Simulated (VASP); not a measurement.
# Pt (R-3m) in VASP: relaxation of cell and atoms with PBEsol

Aim: the relaxation of cell and atoms of Pt with PBEsol.

Program: VASP 6.6.1. These are calculated values, not measurements. Logs are shortened: lines on timing, memory, paths and dates and some standing lists are left out, and cuts for length are marked.

## Step 1: The cell of the first run

Symmetry: R-3m, No. 166, trigonal system. Conventional cell: a = 2.725 Å, b = 2.725 Å, c = 7.060 Å, α = 90.00°, β = 90.00°, γ = 120.00°. Pt (site symmetry -3m) has 12 Pt at 2.73 to 2.83 Å within 3.6 Å.

## Step 2: Relaxation of cell and atoms, PBEsol

INCAR

```
PREC = Accurate ; ENCUT = 600
EDIFF = 1E-6 ; ISMEAR = 0
SIGMA = 0.1 ; LREAL = F
LASPH = T ; NELM = 80
ALGO = Fast ; ISIF = 3
LWAVE = F ; LCHARG = F
GGA = PS ; IBRION = 2
NSW = 65 ; EDIFFG = -0.01
```

KPOINTS

```
Automatic mesh
0
Gamma
  18 18 7
```

POSCAR

```
Pt
1.0
    2.7252000919      0.0000000000      0.0000000000
   -1.3626000460      2.3600925100      0.0000000000
    0.0000000000      0.0000000000      7.0598949883
Pt
3
Direct
    0.0000000000      0.0000000000      0.0000000000
    0.3333333333      0.6666666667      0.3333333333
    0.6666666667      0.3333333333      0.6666666667
```

Potentials or basis: VASP PAW PBE potentials, release 64 (Pt).

The run is started by

```
> cat potpaw_PBE.64/Pt/POTCAR > POTCAR
> mpirun -np 1 vasp_std > vasp.out
```

OUTCAR:

```text
PREC = Accurate
   ENCUT = 600
   EDIFF = 1E-6
   ISMEAR = 0
   LREAL = F
   LASPH = T
   NELM = 80
   ISIF = 3
   GGA = PS
   IBRION = 2
   NSW = 65
   EDIFFG = -0.01

 ion  position               nearest neighbor table
   1  0.000  0.000  0.000-   2 2.83   3 2.83   3 2.83   2 2.83   3 2.83   2 2.83
   2  0.333  0.667  0.333-   1 2.83   1 2.83   1 2.83   3 2.83   3 2.83   3 2.83
   3  0.667  0.333  0.667-   1 2.83   1 2.83   1 2.83   2 2.83   2 2.83   2 2.83

  LATTYP: Found a hexagonal cell.
 ALAT       =     2.7252000919
 C/A-ratio  =     2.5905969287

  Lattice vectors:

 A1 = (   2.7252000919,   0.0000000000,   0.0000000000)
 A2 = (  -1.3626000460,   2.3600925100,   0.0000000000)
 A3 = (   0.0000000000,   0.0000000000,   7.0598949883)

Analysis of symmetry for initial positions (statically):
=====================================================================
 Subroutine PRICEL returns following result:

  LATTYP: Found a trigonal (rhomboedric) cell.
 ALAT       =     2.8308275950
 COS(alpha) =     0.5366171533

  Lattice vectors:

 A1 = (   1.3626000458,  -0.7866975033,   2.3532983292)
 A2 = (  -0.0000000002,   1.5733950067,   2.3532983292)
 A3 = (  -1.3626000457,  -0.7866975035,   2.3532983299)

   3 primitive cells build up your supercell.

 Routine SETGRP: Setting up the symmetry group for a
 hexagonal supercell.

 Subroutine GETGRP returns: Found 12 space group operations
 (whereof 12 operations were pure point group operations)
 out of a pool of 24 trial point group operations.

The static configuration has the point symmetry D_3d.

Analysis of symmetry for dynamics (positions and initial velocities):
=====================================================================
 Subroutine PRICEL returns following result:

  LATTYP: Found a trigonal (rhomboedric) cell.
 ALAT       =     2.8308275950
 COS(alpha) =     0.5366171533

  Lattice vectors:

 A1 = (   1.3626000458,  -0.7866975033,   2.3532983292)
 A2 = (  -0.0000000002,   1.5733950067,   2.3532983292)
 A3 = (  -1.3626000457,  -0.7866975035,   2.3532983299)

   3 primitive cells build up your supercell.

 Routine SETGRP: Setting up the symmetry group for a
 hexagonal supercell.

 Subroutine GETGRP returns: Found 12 space group operations
 (whereof 12 operations were pure point group operations)
 out of a pool of 24 trial point group operations.

The dynamic configuration has the point symmetry D_3d.

 Subroutine INISYM returns: Found 12 space group operations
 (whereof 12 operations are pure point group operations),
 and found     3 'primitive' translations

----------------------------------------------------------------------------------------

                                     Primitive cell

  volume of cell :      15.1358

  direct lattice vectors                    reciprocal lattice vectors
     1.362600046 -0.786697503  2.353298329     0.366945533 -0.211856102  0.141645166
    -0.000000000  1.573395007  2.353298329     0.000000000  0.423712204  0.141645166
    -1.362600046 -0.786697503  2.353298330    -0.366945533 -0.211856102  0.141645166

  length of vectors
     2.830827595  2.830827595  2.830827596     0.446760994  0.446760993  0.446760993

  position of ions in fractional coordinates (direct lattice)
     0.000000000  0.000000000  0.000000000

  ion indices of the primitive-cell ions
   primitive index   ion index
                 1           1

----------------------------------------------------------------------------------------

 KPOINTS: Automatic mesh

Automatic generation of k-mesh.
 Grid dimensions read from file:
 generate k-points for:   18   18    7

 Generating k-lattice:

  Cartesian coordinates                     Fractional coordinates (reciprocal lattice)
     0.020385863  0.011769783  0.000000000     0.055555556 -0.000000000  0.000000000
     0.000000000  0.023539567  0.000000000     0.000000000  0.055555556  0.000000000
     0.000000000  0.000000000  0.020235024     0.000000000  0.000000000  0.142857143

  Length of vectors
     0.023539567  0.023539567  0.020235024

  Shift w.r.t. Gamma in fractional coordinates (k-lattice)
     0.000000000  0.000000000  0.000000000

 Subroutine IBZKPT returns following result:
 ===========================================

 Found    229 irreducible k-points:

 Following reciprocal coordinates:
            Coordinates               Weight
  0.000000  0.000000  0.000000      1.000000
  0.055556  0.000000  0.000000      6.000000
  0.111111  0.000000  0.000000      6.000000
  0.166667 -0.000000  0.000000      6.000000
  0.222222  0.000000  0.000000      6.000000
  0.277778 -0.000000  0.000000      6.000000
[... 16 lines left out ...]
  0.333333  0.111111  0.000000     12.000000
  0.388889  0.111111  0.000000     12.000000
 [... further k-points ...]
   k-points           NKPTS =    229   k-points in BZ     NKDIM =    229   number of bands    NBANDS=     19
   number of dos      NEDOS =    301   number of ions     NIONS =      3
   total plane-waves  NPLWV =  32256
   dimension x,y,z NGX =    24 NGY =   24 NGZ =   56
   dimension x,y,z NGXF=    48 NGYF=   48 NGZF=  112
   ions per type =               3
   NGX,Y,Z   is equivalent  to a cutoff of  14.64, 14.64, 13.19 a.u.
   NGXF,Y,Z  is equivalent  to a cutoff of  29.28, 29.28, 26.37 a.u.
 SYSTEM =  unknown system
   PREC   = accura    normal or accurate (medium, high low for compatibility)
   ISTART =      0    job   : 0-new  1-cont  2-samecut
   ICHARG =      2    charge: 1-file 2-atom 10-const
   ISPIN  =      1    spin polarized calculation?
   LNONCOLLINEAR =      F non collinear calculations
   LSORBIT =      F    spin-orbit coupling
   LASPH  =      T    aspherical Exc in radial PAW
   ENCUT  =  600.0 eV  44.10 Ry    6.64 a.u.   5.44  5.44 14.10*2*pi/ulx,y,z
   NELM   =     80;   NELMIN=  2; NELMDL= -5     # of ELM steps
   EDIFF  = 0.1E-05   stopping-criterion for ELM
   LREAL  =      F    real-space projection
   EDIFFG = -.1E-01   stopping-criterion for IOM
   NSW    =     65    number of steps for IOM
   IBRION =      2    ionic relax: 0-MD 1-quasi-New 2-CG
   NFREE  =      1    steps in history (QN), initial steepest desc. (CG)
   ISIF   =      3    stress and relaxation
   ISYM   =      2    0-nonsym 1-usesym 2-fastsym
   POTIM  = 0.5000    time-step for ionic-motion
   TEBEG  =    0.0;   TEEND  =   0.0 temperature during run
   PSTRESS=    0.0 pullay stress
   NELECT =      30.0000    total number of electrons
   NUPDOWN=      -1.0000    fix difference up-down
   EMIN   =  10.00;   EMAX   =-10.00  energy-range for DOS
   EFERMI =   0.00;   METHOD = LEGACY
   ISMEAR =     0;   SIGMA  =   0.10  broadening in eV -4-tet -1-fermi 0-gaus
   EFERMI_NEDOS =   21; number of points for ismear=-14 and -15
   IALGO  =     68    algorithm
   IMIX   =      4    mixing-type and parameters
     AMIX     =   0.40;   BMIX     =  1.00
     AMIX_MAG =   1.60;   BMIX_MAG =  1.00
  volume/ion in A,a.u.               =      15.14       102.14
  Fermi-wavevector in a.u.,A,eV,Ry     =   1.425848  2.694463 27.661239  2.033044
  Thomas-Fermi vector in A             =   2.546189
   LORBIT       =      0    0 simple, 1 ext, 2 COOP (PROOUT), +10 PAW based schemes
   GGA     = PS    functional components
   LHFCALC =     F    Hartree Fock is set to
   AEXX    =    0.0000 exact exchange contribution
   IVDW    =     0    specifies the selected vdW correction
   LEPSILON=     F    determine dielectric tensor
   LRPA    =     F    only Hartree local field effects (RPA)
 conjugate gradient relaxation of ions
 non-spin polarized calculation
 RMM-DIIS sequential band-by-band and
 Gauss-broadening in eV      SIGMA  =   0.10
  energy-cutoff  :      600.00
  volume of cell :       45.41
 maximum number of plane-waves:      1554
 NGX is ok and might be reduce to    24
   NGX = 11   NGY = 11   NGZ = 29

--------------------------------------- Ionic step        1  -------------------------------------------

 number of electron      30.0000000 magnetization

 Free energy of the ion-electron system (eV)
  ---------------------------------------------------
  ext. energy  EPLUGINS =         0.00000000
  ---------------------------------------------------
  free energy    TOTEN  =       -20.85406601 eV

  energy without entropy =      -20.82745266  energy(sigma->0) =      -20.84075933

------------------------ aborting loop because EDIFF is reached ----------------------------------------

  FORCE on cell =-STRESS in cart. coord.  units (eV):
  Direction    XX          YY          ZZ          XY          YZ          ZX
  --------------------------------------------------------------------------------------
  -------------------------------------------------------------------------------------
  Total        0.5113424      0.5113424     -1.9852779     -0.0000000      0.0000000      0.0000000
  in kB       18.0425018     18.0425018    -70.0496927     -0.0000000      0.0000000      0.0000000
  external PRESSURE =     -11.3215630 kB  Pullay stress =       0.0000000 kB
[... 244 lines left out ...]
  energy  without entropy=      -20.8704284027  energy(sigma->0) =      -20.88564027

--------------------------------------- Ionic step        8  -------------------------------------------

 number of electron      30.0000002 magnetization

 Free energy of the ion-electron system (eV)
  ---------------------------------------------------
  ext. energy  EPLUGINS =         0.00000000
  ---------------------------------------------------
  free energy    TOTEN  =       -20.90090306 eV

  energy without entropy =      -20.87045565  energy(sigma->0) =      -20.88567936

 E-fermi :  11.1779     XC(G=0): -13.6531

 val. band max:       11.1777654915   @ k =  -0.2222  -0.4444   0.2857
 cond. band min:      11.1785375304   @ k =  -0.1667   0.4444   0.2857
 fundamental gap:      0.0007720390
 Fermi energy:        11.1779018594

 k-point     1 :       0.0000    0.0000    0.0000
  band No.  band energies     occupation
      1       0.8342      2.00000
      2       3.5759      2.00000
      3       3.5759      2.00000
      4       7.3401      2.00000
      5       7.3487      2.00000
      6       7.3487      2.00000
[... 11 lines left out ...]
     18      10.3475      2.00000
     19      21.4690      0.00000
[... 489 lines left out ...]
      3       4.7584      2.00000
      4       4.9736      2.00000
      5       6.3594      2.00000
      6       6.7635      2.00000
[... 11 lines left out ...]
     18      15.3824      0.00000
     19      16.7037      0.00000

 [... further k-points ...]

------------------------ aborting loop because EDIFF is reached ----------------------------------------

  FORCE on cell =-STRESS in cart. coord.  units (eV):
  Direction    XX          YY          ZZ          XY          YZ          ZX
  --------------------------------------------------------------------------------------
  -------------------------------------------------------------------------------------
  Total        0.0235721      0.0235721      0.0098242     -0.0000000      0.0000000     -0.0000000
  in kB        0.8382909      0.8382909      0.3493772     -0.0000000      0.0000000     -0.0000000
  external PRESSURE =       0.6753197 kB  Pullay stress =       0.0000000 kB
[... 18 lines left out ...]
  FREE ENERGIE OF THE ION-ELECTRON SYSTEM (eV)
  ---------------------------------------------------
  free  energy   TOTEN  =       -20.9009030598 eV

  energy  without entropy=      -20.8704556548  energy(sigma->0) =      -20.88567936

 reached required accuracy - stopping structural energy minimisation
```

It took 26 min on 1 thread of Oxide Virtual Turin-like, shared host; peak memory 0.3 GiB.

Results:

| Item | Value |
| --- | --- |
| Free energy | -20.9009 eV |
| Relaxed volume | 15.02 Å³/atom |
| Relaxed cell | a = 2.769 Å, b = 2.769 Å, c = 6.787 Å, α = 90.00°, β = 90.00°, γ = 120.00° |
| Space group after relaxing (to 0.1 Å) | Fm-3m (No. 225) |
| Energy gained by relaxing | 15.6 meV/atom |
| Ionic steps | 8 |
| Pressure after relaxing | 0.1 GPa |
| Band gap on the k mesh | zero (bands 15 and 16 overlap by 1.93 eV) |

The path:
```csv
step,energy change (eV),largest force (eV/Å),pressure (GPa),volume (Å³)
1,0.0000,0.0000,-1.13,45.41
2,-0.0405,0.0000,2.58,44.68
3,-0.0408,0.0000,3.03,44.61
4,-0.0217,0.0000,-6.20,46.11
5,-0.0468,0.0000,-0.22,45.09
6,-0.0468,0.0000,-0.17,45.08
7,-0.0468,0.0000,-0.07,45.07
8,-0.0468,0.0000,0.07,45.05
```

Final structure:
```cif
data_structure
_symmetry_space_group_name_H-M 'P 1'
_symmetry_Int_Tables_number 1
_cell_length_a 2.7686
_cell_length_b 2.7686
_cell_length_c 6.7869
_cell_angle_alpha 90.000
_cell_angle_beta 90.000
_cell_angle_gamma 120.000
_cell_volume 45.05
loop_
_atom_site_label
_atom_site_type_symbol
_atom_site_fract_x
_atom_site_fract_y
_atom_site_fract_z
_atom_site_occupancy
Pt1 Pt 0.00000 0.00000 0.00000 1
Pt2 Pt 0.33333 0.66667 0.33333 1
Pt3 Pt 0.66667 0.33333 0.66667 1
```

Caveat: the PAW data sets were made with another functional, which shifts forces and pressure a little; spin-orbit coupling is left out, which moves the levels of the heavy elements.
